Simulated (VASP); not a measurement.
## AlN: single point with r2SCAN

Crystal: AlN.

```
Al N
1.0
     0.00000    2.18399    2.18399
     2.18399    0.00000    2.18399
     2.18399    2.18399    0.00000
Al N
1 1
Direct
  0.02644 0.02644 0.02644
  0.75000 0.75000 0.75000
```

This cell differs from its parent crystal: all Al atoms moved +0.200 Å, as atom 1 along Cartesian [1 1 1].

* Program: VASP 6.6.1
* Task: single point
* Functional: r2SCAN
* Potentials or basis: VASP PAW PBE potentials, release 64 (Al, N)
* Cutoff: 520 eV
* k mesh: 10 × 10 × 10
* Occupations: gaussian, width 0.05 eV
* Spin: no spin polarisation
* Dipole correction: no
* Further INCAR settings: ALGO = Normal; EDIFF = 1e-07; NBANDS = 11

* Pressure: 3.6 GPa
* Largest force: 1.847 eV/Å
* Band gap on the k mesh: 3.33 eV, indirect (least direct gap 4.20 eV)

Forces in eV/Å, atoms in the order of the input:
```
Al  -1.066 -1.066 -1.066
N    1.066  1.066  1.066
```

Stress tensor (GPa, compression positive):
```
 3.58 -4.77 -4.77
-4.77  3.58 -4.77
-4.77 -4.77  3.58
```

Levels at points of the mesh, in eV from the valence-band top:
```
           k point  band 1  band 2  band 3  band 4  band 5  band 6  band 7  band 8
(0.00, 0.00, 0.00)  -16.35   -0.92   -0.92    0.00    4.20   12.93   12.93   12.94
(0.50, 0.00, 0.00)  -14.33   -6.58   -1.34   -0.63    7.40   10.02   11.30   11.61
(0.50, 0.50, 0.50)  -14.38   -6.22   -1.39   -1.39    7.79   10.34   11.24   11.24
(0.50, 0.50, 0.00)  -13.72   -5.57   -2.62   -2.15    3.33    8.72   14.35   16.33
```

It took 58 s on 1 thread of Intel(R) Xeon(R) Platinum 8375C CPU @ 2.90GHz (Ice Lake) (shared host), peak memory 0.15 GiB.

Caveat: the cell differs from its parent crystal (all Al atoms moved +0.200 Å, as atom 1 along Cartesian [1 1 1]); the PAW data sets were made with another functional, which shifts forces and pressure a little. A k mesh can miss the band edges.
